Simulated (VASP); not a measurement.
Input of a VASP 6.6.1 run:

INCAR

```
  ALGO = Normal
  EDIFF = 1E-6
  ENCUT = 520
  GGA = PE
  ISIF = 2
  ISMEAR = 0
  LASPH = True
  LCHARG = False
  LREAL = False
  LWAVE = False
  NBANDS = 20
  NELM = 60
  PREC = Accurate
  SIGMA = 0.05
```

Contents of KPOINTS:

```
k-points
0
Gamma
  12 12 6
```

The input POSCAR:

```
TlGa
1.0
    3.6521389600      0.0000000000      0.0000000000
   -1.8260694800      3.1628451200      0.0000000000
    0.0000000000      0.0000000000      5.8682937400
Tl Ga
1 1
Direct
    0.3333333300      0.6666666700      0.5000000000
    0.0000000000      0.0000000000      0.0000000000
```

Potentials or basis: VASP PAW PBE potentials, release 64 (Tl_d, Ga_d).

The run is started by

```console
$ cat potpaw_PBE.64/Tl_d/POTCAR potpaw_PBE.64/Ga_d/POTCAR > POTCAR
$ mpirun -np 1 vasp_std > vasp.out
```

Estimate the band gap on the k mesh.

zero (band 13 reaches 5.66 eV, above the bottom of band 14 at 1.71 eV).

What does it give for the pressure?

-4.5 GPa.

Stress tensor (GPa, compression positive):
```
-4.06  0.00  0.00
 0.00 -4.06  0.00
 0.00  0.00 -5.50
```

Caveat: spin-orbit coupling is left out, which moves the levels of the heavy elements.
